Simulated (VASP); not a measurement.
# MnO2 (Pmmn) in VASP: notebook

MnO2 is run at these levels: PBEsol+U; tasks: single point.

Program: VASP 6.6.1. These are calculated values, not measurements. Logs are shortened: lines on timing, memory, paths and dates and some standing lists are left out, and cuts for length are marked.

### Step 1. The cell of the first run

Symmetry: Pmmn, No. 59, orthorhombic system. The conventional cell has a = 2.904 Å, b = 3.845 Å, c = 6.164 Å, α = 90.00°, β = 90.00°, γ = 90.00°. Mn (site symmetry mm2) has 6 O at 1.83 to 2.05 Å within 2.4 Å. Within 2.4 Å of O (site symmetry mm2) lie 2 Mn at 1.83 Å. O (site symmetry mm2) has 4 Mn at 1.98 to 2.05 Å and 5 O at 2.56 to 2.59 Å within 2.6 Å.

### Step 2. Single point, PBEsol+U, collinear spin, ferromagnetic start

INCAR

```
ALGO = Normal
EDIFF = 1E-7
ENCUT = 520
GGA = PS
ISIF = 2
ISMEAR = -1
ISPIN = 2
LASPH = True
LCHARG = False
LDAU = True
LDAUJ = 0 0
LDAUL = 2 -1
LDAUPRINT = 1
LDAUTYPE = 2
LDAUU = 6 0
LMAXMIX = 4
LORBIT = 11
LREAL = False
LWAVE = False
MAGMOM = 4 4 0 0 0 0
NBANDS = 38
NELM = 150
PREC = Accurate
SIGMA = 0.02
```

KPOINTS

```
k-points
0
Gamma
  9 7 5
```

POSCAR

```
MnO2
1.0
    2.9041580000      0.0000000000      0.0000000000
    0.0000000000      3.8448100000      0.0000000000
    0.0000000000      0.0000000000      6.1642640000
Mn O
2 4
Direct
    0.5000000000      0.5000000000      0.3433015000
    0.0000000000      0.0000000000      0.6566985000
    0.5000000000      0.0000000000      0.8375675000
    0.0000000000      0.5000000000      0.1624325000
    0.5000000000      0.0000000000      0.4217995000
    0.0000000000      0.5000000000      0.5782005000
```

Potentials or basis: VASP PAW PBE potentials, release 64 (Mn_pv, O).

The run is started by

```sh
cat potpaw_PBE.64/Mn_pv/POTCAR potpaw_PBE.64/O/POTCAR > POTCAR
mpirun -np 1 vasp_std > vasp.out
```

OUTCAR:

```text
EDIFF = 1E-7
   ENCUT = 520
   GGA = PS
   ISIF = 2
   ISMEAR = -1
   ISPIN = 2
   LASPH = True
   LORBIT = 11
   LREAL = False
   NELM = 150
   PREC = Accurate

 ion  position               nearest neighbor table
   1  0.500  0.500  0.343-   4 1.83   4 1.83   5 1.98   5 1.98   6 2.05   6 2.05   2 3.09   2 3.09
                             2 3.09   2 3.09
   2  0.000  0.000  0.657-   3 1.83   3 1.83   6 1.98   6 1.98   5 2.05   5 2.05   1 3.09   1 3.09
                             1 3.09   1 3.09
   3  0.500  0.000  0.838-   2 1.83   2 1.83
   4  0.000  0.500  0.162-   1 1.83   1 1.83
   5  0.500  0.000  0.422-   1 1.98   1 1.98   2 2.05   2 2.05
   6  0.000  0.500  0.578-   2 1.98   2 1.98   1 2.05   1 2.05

  LATTYP: Found a simple orthorhombic cell.
 ALAT       =     2.9041580000
 B/A-ratio  =     1.3238983554
 C/A-ratio  =     2.1225649569

  Lattice vectors:

 A1 = (   2.9041580000,   0.0000000000,   0.0000000000)
 A2 = (   0.0000000000,   3.8448100000,   0.0000000000)
 A3 = (   0.0000000000,   0.0000000000,   6.1642640000)

Analysis of symmetry for initial positions (statically):
=====================================================================
 Subroutine PRICEL returns:
 Original cell was already a primitive cell.

 Routine SETGRP: Setting up the symmetry group for a
 simple orthorhombic supercell.

 Subroutine GETGRP returns: Found  8 space group operations
 (whereof  4 operations were pure point group operations)
 out of a pool of  8 trial point group operations.

The static configuration has the point symmetry C_2v.
 The point group associated with its full space group is D_2h.

Analysis of symmetry for dynamics (positions and initial velocities):
=====================================================================
 Subroutine PRICEL returns:
 Original cell was already a primitive cell.

 Routine SETGRP: Setting up the symmetry group for a
 simple orthorhombic supercell.

 Subroutine GETGRP returns: Found  8 space group operations
 (whereof  4 operations were pure point group operations)
 out of a pool of  8 trial point group operations.

The dynamic configuration has the point symmetry C_2v.
 The point group associated with its full space group is D_2h.

Analysis of structural, dynamic, and magnetic symmetry:
=====================================================================
 Subroutine PRICEL returns:
 Original cell was already a primitive cell.

 Routine SETGRP: Setting up the symmetry group for a
 simple orthorhombic supercell.

 Subroutine GETGRP returns: Found  8 space group operations
 (whereof  4 operations were pure point group operations)
 out of a pool of  8 trial point group operations.

The overall configuration has the point symmetry C_2v.
 The point group associated with its full space group is D_2h.

 Subroutine INISYM returns: Found  8 space group operations
 (whereof  4 operations are pure point group operations),
 and found     1 'primitive' translations

----------------------------------------------------------------------------------------

                                     Primitive cell

[... 161 lines left out ...]

  o =  0.0643  v =  0.0000  0.0000  0.0000  0.0000  0.0000  0.0000  1.0000  0.0000  0.0000  0.0000      0.0000  0.0000  0.0000  0.0000  0.0000  0.0000  0.0000  0.0000  0.0000  0.0000
  o =  0.0717  v =  0.0000  0.0000  0.0000  0.0000  0.0000  0.0000  0.0000  0.9627 -0.0000 -0.2706      0.0000  0.0000  0.0000  0.0000  0.0000  0.0000  0.0000  0.0000  0.0000  0.0000
  o =  0.0727  v =  0.0000  0.0000  0.0000  0.0000  0.0000  1.0000  0.0000  0.0000  0.0000  0.0000      0.0000  0.0000  0.0000  0.0000  0.0000  0.0000  0.0000  0.0000  0.0000  0.0000
  o =  0.1980  v =  0.0000  0.0000  0.0000  0.0000  0.0000  0.0000  0.0000 -0.2706 -0.0000 -0.9627      0.0000  0.0000  0.0000  0.0000  0.0000  0.0000  0.0000  0.0000  0.0000  0.0000
  o =  0.2624  v =  0.0000  0.0000  0.0000  0.0000  0.0000  0.0000  0.0000  0.0000 -1.0000  0.0000      0.0000  0.0000  0.0000  0.0000  0.0000  0.0000  0.0000  0.0000  0.0000  0.0000
  o =  0.6377  v =  0.0000  0.0000  0.0000  1.0000  0.0000  0.0000  0.0000  0.0000  0.0000  0.0000      0.0000  0.0000  0.0000  0.0000  0.0000  0.0000  0.0000  0.0000  0.0000  0.0000
  o =  0.7072  v =  0.0000  0.0000 -0.2667  0.0000 -0.9638  0.0000  0.0000  0.0000  0.0000  0.0000      0.0000  0.0000  0.0000  0.0000  0.0000  0.0000  0.0000  0.0000  0.0000  0.0000
  o =  0.9461  v =  0.0000  1.0000  0.0000  0.0000  0.0000  0.0000  0.0000  0.0000  0.0000  0.0000      0.0000  0.0000  0.0000  0.0000  0.0000  0.0000  0.0000  0.0000  0.0000  0.0000
  o =  0.9579  v =  0.0000  0.0000 -0.9638  0.0000  0.2667  0.0000  0.0000  0.0000  0.0000  0.0000      0.0000  0.0000  0.0000  0.0000  0.0000  0.0000  0.0000  0.0000  0.0000  0.0000
  o =  0.9630  v =  1.0000  0.0000  0.0000  0.0000  0.0000  0.0000  0.0000  0.0000  0.0000  0.0000      0.0000  0.0000  0.0000  0.0000  0.0000  0.0000  0.0000  0.0000  0.0000  0.0000

atom =   2  type =  1  l = 2

 onsite density matrix

spin component  1

  0.9630  0.0000  0.0000  0.0000  0.0000
  0.0000  0.9461  0.0000  0.0000  0.0000
  0.0000  0.0000  0.9401  0.0000 -0.0644
  0.0000  0.0000  0.0000  0.6377  0.0000
  0.0000  0.0000 -0.0644  0.0000  0.7251

spin component  2

  0.0727  0.0000  0.0000  0.0000  0.0000
  0.0000  0.0643  0.0000  0.0000  0.0000
  0.0000  0.0000  0.0809  0.0000  0.0329
  0.0000  0.0000  0.0000  0.2624  0.0000
  0.0000  0.0000  0.0329  0.0000  0.1887

 occupancies and eigenvectors

  o =  0.0643  v =  0.0000  0.0000  0.0000  0.0000  0.0000  0.0000  1.0000  0.0000  0.0000  0.0000      0.0000  0.0000  0.0000  0.0000  0.0000  0.0000  0.0000  0.0000  0.0000  0.0000
  o =  0.0717  v =  0.0000  0.0000  0.0000  0.0000  0.0000  0.0000  0.0000 -0.9627  0.0000  0.2706      0.0000  0.0000  0.0000  0.0000  0.0000  0.0000  0.0000  0.0000  0.0000  0.0000
  o =  0.0727  v =  0.0000  0.0000  0.0000  0.0000  0.0000  1.0000  0.0000  0.0000  0.0000  0.0000      0.0000  0.0000  0.0000  0.0000  0.0000  0.0000  0.0000  0.0000  0.0000  0.0000
  o =  0.1980  v =  0.0000  0.0000  0.0000  0.0000  0.0000  0.0000  0.0000 -0.2706  0.0000 -0.9627      0.0000  0.0000  0.0000  0.0000  0.0000  0.0000  0.0000  0.0000  0.0000  0.0000
  o =  0.2624  v =  0.0000  0.0000  0.0000  0.0000  0.0000  0.0000  0.0000  0.0000 -1.0000  0.0000      0.0000  0.0000  0.0000  0.0000  0.0000  0.0000  0.0000  0.0000  0.0000  0.0000
  o =  0.6377  v =  0.0000  0.0000  0.0000  1.0000  0.0000  0.0000  0.0000  0.0000  0.0000  0.0000      0.0000  0.0000  0.0000  0.0000  0.0000  0.0000  0.0000  0.0000  0.0000  0.0000
  o =  0.7072  v =  0.0000  0.0000 -0.2667  0.0000 -0.9638  0.0000  0.0000  0.0000  0.0000  0.0000      0.0000  0.0000  0.0000  0.0000  0.0000  0.0000  0.0000  0.0000  0.0000  0.0000
  o =  0.9461  v =  0.0000  1.0000  0.0000  0.0000  0.0000  0.0000  0.0000  0.0000  0.0000  0.0000      0.0000  0.0000  0.0000  0.0000  0.0000  0.0000  0.0000  0.0000  0.0000  0.0000
  o =  0.9579  v =  0.0000  0.0000 -0.9638  0.0000  0.2667  0.0000  0.0000  0.0000  0.0000  0.0000      0.0000  0.0000  0.0000  0.0000  0.0000  0.0000  0.0000  0.0000  0.0000  0.0000
  o =  0.9630  v =  1.0000  0.0000  0.0000  0.0000  0.0000  0.0000  0.0000  0.0000  0.0000  0.0000      0.0000  0.0000  0.0000  0.0000  0.0000  0.0000  0.0000  0.0000  0.0000  0.0000

 number of electron      49.9999974 magnetization       5.9999690

 Free energy of the ion-electron system (eV)
  ---------------------------------------------------
  ext. energy  EPLUGINS =         0.00000000
  ---------------------------------------------------
  free energy    TOTEN  =       -41.35998733 eV

  energy without entropy =      -41.35723750  energy(sigma->0) =      -41.35861242

 E-fermi :   2.5805     XC(G=0): -10.7908

 val. band max:        2.5750550084   @ k =   0.4444   0.0000   0.0000
 cond. band min:       2.5904675255   @ k =   0.1111   0.1429   0.2000
 fundamental gap:      0.0154125172
 Fermi energy:         2.5805171374

 spin component 1

 k-point     1 :       0.0000    0.0000    0.0000
  band No.  band energies     occupation
      1     -47.8384      1.00000
      2     -47.8257      1.00000
      3     -47.7940      1.00000
      4     -47.7928      1.00000
      5     -47.7664      1.00000
      6     -47.7619      1.00000
[... 1913 lines left out ...]
     36      16.5029      0.00000
     37      17.1425      0.00000

 [... further k-points ...]

 [bands above 37 left out]

------------------------ aborting loop because EDIFF is reached ----------------------------------------

  FORCE on cell =-STRESS in cart. coord.  units (eV):
  Direction    XX          YY          ZZ          XY          YZ          ZX
  --------------------------------------------------------------------------------------
  -------------------------------------------------------------------------------------
  Total        0.5736463      0.5311416     -0.2715578      0.0000000      0.0000000      0.0000000
  in kB       13.3529864     12.3635896     -6.3211570      0.0000000      0.0000000      0.0000000
  external PRESSURE =       6.4651397 kB  Pullay stress =       0.0000000 kB

 VOLUME and BASIS-vectors are now :
 -----------------------------------------------------------------------------
  energy-cutoff  :      520.00
  volume of cell :       68.83
      direct lattice vectors                 reciprocal lattice vectors
     2.904158000  0.000000000  0.000000000     0.344333883  0.000000000  0.000000000
     0.000000000  3.844810000  0.000000000     0.000000000  0.260090876  0.000000000
     0.000000000  0.000000000  6.164264000     0.000000000  0.000000000  0.162225369

 POSITION                                       TOTAL-FORCE (eV/Angst)
 -----------------------------------------------------------------------------------
      1.45208      1.92240      2.11620         0.000000      0.000000      0.335261
      0.00000      0.00000      4.04806         0.000000      0.000000     -0.335261
      1.45208      0.00000      5.16299         0.000000      0.000000      0.305646
      0.00000      1.92240      1.00128         0.000000      0.000000     -0.305646
      1.45208      0.00000      2.60008         0.000000      0.000000      0.265668
      0.00000      1.92240      3.56418         0.000000      0.000000     -0.265668
 -----------------------------------------------------------------------------------
    total drift:                                0.000000      0.000000      0.000000

  FREE ENERGIE OF THE ION-ELECTRON SYSTEM (eV)
  ---------------------------------------------------
  free  energy   TOTEN  =       -41.3599873340 eV

  energy  without entropy=      -41.3572375010  energy(sigma->0) =      -41.35861242

 total charge

# of ion       s       p       d       tot
------------------------------------------
    1        0.340   6.413   4.850  11.603
    2        0.340   6.413   4.850  11.603
    3        1.588   3.334   0.000   4.922
    4        1.588   3.334   0.000   4.922
    5        1.570   3.427   0.000   4.997
    6        1.570   3.427   0.000   4.997
--------------------------------------------------
tot          6.997  26.346   9.701  43.044

 magnetization (x)

# of ion       s       p       d       tot
------------------------------------------
    1        0.028   0.033   3.539   3.600
    2        0.028   0.033   3.539   3.600
    3       -0.001  -0.360   0.000  -0.361
    4       -0.001  -0.360   0.000  -0.361
    5        0.005  -0.230   0.000  -0.225
    6        0.005  -0.230   0.000  -0.225
--------------------------------------------------
tot          0.065  -1.114   7.077   6.028
```

It took 2.5 min on 1 thread of Intel Xeon 6975P-C (Granite Rapids), shared host; peak memory 0.35 GiB.

Results:

```yaml
Free_energy: -41.3600 eV
Pressure: 0.6 GPa
Largest_force: 0.335 eV/Å
Band_gap_on_the_k_mesh: zero (filled and empty bands overlap)
Net_moment: 6.00 μB per cell
Site_moments: Mn +3.60; O -0.36, -0.23 μB
Valence_electrons_inside_the_program's_atomic_spheres: Mn 11.60; O 4.92, 5.00
```

Forces on the atoms (eV/Å):
```
Mn   0.000  0.000  0.335
Mn   0.000  0.000 -0.335
O    0.000  0.000  0.306
O    0.000  0.000 -0.306
O    0.000  0.000  0.266
O    0.000  0.000 -0.266
```

Levels at points of the mesh, in eV from the Fermi level:
Spin up:
```
           k point  band 25  band 26  band 27  band 28  band 29  band 30  band 31  band 32
(0.00, 0.00, 0.00)    -0.98    -0.95    -0.08     0.06     0.25     0.76     2.22     2.57
```
Spin down:
```tsv
k point	band 20	band 21	band 22	band 23	band 24	band 25
(0.00, 0.00, 0.00)	-1.53	-1.47	-1.28	3.60	3.77	4.16
```

Eigenvalues of the final occupation matrices:
| site | spin | trace | eigenvalues |
| --- | --- | --- | --- |
| site 1 d | 1 | 4.21 | 0.64 0.71 0.95 0.96 0.96 |
| site 1 d | 2 | 0.67 | 0.06 0.07 0.07 0.20 0.26 |
| site 2 d | 1 | 4.21 | 0.64 0.71 0.95 0.96 0.96 |
| site 2 d | 2 | 0.67 | 0.06 0.07 0.07 0.20 0.26 |

Caveat: the PAW data sets were made with another functional, which shifts forces and pressure a little; only a ferromagnetic start was run, and an antiferromagnetic order may lie lower in energy. The state reached can hang on the start; a lower one may exist.

### Step 3. Single point, PBEsol+U, collinear spin, ferromagnetic start

This run uses another cell than the first one, of 11.70 Å³/atom, 1.020 times its volume.

INCAR

```
PREC = Accurate
ENCUT = 520
EDIFF = 1E-6
ISMEAR = -1
SIGMA = 0.02
LREAL = False
LASPH = True
NELM = 150
ALGO = Normal
ISIF = 2
LWAVE = False
LCHARG = False
ISPIN = 2
MAGMOM = 4 4 0 0 0 0
LORBIT = 11
LMAXMIX = 4
LDAU = True
LDAUTYPE = 2
LDAUL = 2 -1
LDAUU = 6 0
LDAUJ = 0 0
LDAUPRINT = 1
GGA = PS
NBANDS = 38
```

KPOINTS

```
regular mesh
0
Gamma
  9 7 5
```

POSCAR, as its differences from that of step 2:

```diff
@@ -2,5 +2,5 @@
 1.0
-    2.9041580000      0.0000000000      0.0000000000
-    0.0000000000      3.8448100000      0.0000000000
-    0.0000000000      0.0000000000      6.1642640000
+    2.9233913950      0.0000000000      0.0000000000
+    0.0000000000      3.8702730599      0.0000000000
+    0.0000000000      0.0000000000      6.2050881301
 Mn O
```

Potentials or basis: VASP PAW PBE potentials, release 64 (Mn_pv, O).

The run is started by

```sh
cat potpaw_PBE.64/Mn_pv/POTCAR potpaw_PBE.64/O/POTCAR > POTCAR
mpirun -np 1 vasp_std > vasp.out
```

Wall time 2.2 min (1 thread of Intel Xeon 6975P-C (Granite Rapids), shared host); peak memory 0.36 GiB.

The run converged. Its results:

```
Free energy                                           : -41.3574 eV
Pressure                                              : -1.7 GPa
Largest force                                         : 0.379 eV/Å
Band gap on the k mesh                                : zero (filled and empty bands overlap)
Net moment                                            : 6.00 μB per cell
Site moments                                          : Mn +3.65; O -0.39, -0.24 μB
Valence electrons inside the program's atomic spheres : Mn 11.56; O 4.91, 4.99
```

Forces on the atoms (eV/Å):
```
Mn   0.000  0.000  0.350
Mn   0.000  0.000 -0.350
O    0.000  0.000  0.119
O    0.000  0.000 -0.119
O    0.000  0.000  0.379
O    0.000  0.000 -0.379
```

Stress tensor (GPa, compression positive):
```
-1.43  0.00  0.00
 0.00 -0.82  0.00
 0.00  0.00 -2.90
```

Levels at points of the mesh, in eV from the Fermi level:
Spin up:
| k point | band 25 | band 26 | band 27 | band 28 | band 29 | band 30 | band 31 | band 32 |
| --- | --- | --- | --- | --- | --- | --- | --- | --- |
| (0.00, 0.00, 0.00) | -0.95 | -0.90 | -0.08 | 0.07 | 0.17 | 0.72 | 2.13 | 2.48 |
Spin down:
| k point | band 19 | band 20 | band 21 | band 22 | band 23 | band 24 | band 25 | band 26 |
| --- | --- | --- | --- | --- | --- | --- | --- | --- |
| (0.00, 0.00, 0.00) | -2.07 | -1.52 | -1.46 | -1.25 | 3.70 | 3.82 | 4.22 | 4.27 |

Eigenvalues of the final occupation matrices:
| site | spin | trace | eigenvalues |
| --- | --- | --- | --- |
| site 1 d | 1 | 4.23 | 0.65 0.72 0.95 0.96 0.96 |
| site 1 d | 2 | 0.64 | 0.06 0.07 0.07 0.19 0.25 |
| site 2 d | 1 | 4.23 | 0.65 0.72 0.95 0.96 0.96 |
| site 2 d | 2 | 0.64 | 0.06 0.07 0.07 0.19 0.25 |

Caveat: the PAW data sets were made with another functional, which shifts forces and pressure a little; only a ferromagnetic start was run, and an antiferromagnetic order may lie lower in energy. The state reached can hang on the start; a lower one may exist.
